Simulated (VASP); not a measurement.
Here is a VASP 6.6.1 calculation.

File INCAR:

```
SYSTEM = ZnS
  PREC = Accurate
  ENCUT = 520
  EDIFF = 1E-7
  ISMEAR = -1
  SIGMA = 0.05
  LREAL = .False.
  LASPH = .True.
  NELM = 100
  ALGO = Normal
  ISIF = 2
  LWAVE = .False.
  LCHARG = .False.
  GGA = RP
  IVDW = 13
  NBANDS = 16
```

KPOINTS

```
Automatic mesh
0
Gamma
  9 9 9
  0 0 0
```

File POSCAR:

```
ZnS
1.0
    0.0000000000      2.6804706152      2.6804706152
    2.6804706152      0.0000000000      2.6804706152
    2.6804706152      2.6804706152      0.0000000000
Zn S
1 1
Direct
    0.7500000000      0.7500000000      0.7500000000
    0.0000000000      0.0000000000      0.0000000000
```

Potentials or basis: VASP PAW PBE potentials, release 64 (Zn, S).

Run with:

```console
$ cat potpaw_PBE.64/Zn/POTCAR potpaw_PBE.64/S/POTCAR > POTCAR
$ mpirun -np 1 vasp_std > vasp.out
```

(1) Estimate the pressure.

(2) What does it give for the dispersion energy per atom?

(3) Estimate the band gap on the k mesh.

## Answers

(1) 0.2 GPa.

(2) -0.616 eV.

(3) 2.39 eV, direct.

Caveat: the PAW data sets were made with another functional, which shifts forces and pressure a little.

**Measured values to compare with.**

“Electronic, vibrational, and thermodynamic properties of ZnS (zincblende and rocksalt structure)”, 2009, arxiv:0911.5022 quotes, for a bulk crystal of ZnS at 19 K: band gap 3.85 eV (direct).

A measured gap of ZnS is 3.85 eV (direct; 19 K; quoted in “Electronic, vibrational, and thermodynamic properties of ZnS (zincblende and rocksalt structure)”, 2009, arxiv:0911.5022); the calculated 2.39 eV misses it by -1.46 eV. The value is that of RPBE+D4, without temperature or zero-point motion. Semilocal functionals fall short of measured gaps as a rule.
